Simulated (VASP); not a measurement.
GdN: single point with PBE+U

Crystal: GdN.

```
Gd N
1.0
     2.99355    0.00000    0.00000
     0.00000    2.99355    0.00000
     0.00000    0.00000    2.99355
Gd N
1 1
Direct
  0.00000 0.00000 0.00000
  0.50000 0.50000 0.50000
```

| Item | Value |
| --- | --- |
| Program | VASP 6.6.1 |
| Task | single point |
| Functional | PBE |
| Potentials or basis | VASP PAW PBE potentials, release 64 (Gd, N) |
| Cutoff | 520 eV |
| k mesh | 6 × 6 × 6 |
| Occupations | gaussian, width 0.05 eV |
| Spin | non-collinear spin, twin_end start, spin-orbit coupling |
| Starting moments | [[7.32, 0.0, -0.0], [-0.0, -0.0, 0.0]] μB |
| Hubbard terms | Gd f U = 2.0 eV |
| Dipole correction | no |
| Further INCAR settings | ALGO = Normal; EDIFF = 1e-06; NBANDS = 35 |

The pressure is 9.9 GPa. The net moment is 6.95 μB per cell and the valence electrons inside the program's atomic spheres are Gd 15.34; N 3.62.

Moments on the atoms (μB; x, y, z):
```
Gd   6.79  0.00  0.00
N   -0.09  0.00  0.00
```

Wall time 3 min on 1 thread of AMD EPYC 7R13 Processor (Zen 3) (shared host), peak memory 0.23 GiB.

Caveat: a cell with one magnetic atom can't hold antiferromagnetic order, which such compounds often take. The state reached can hang on the start; a lower one may exist.
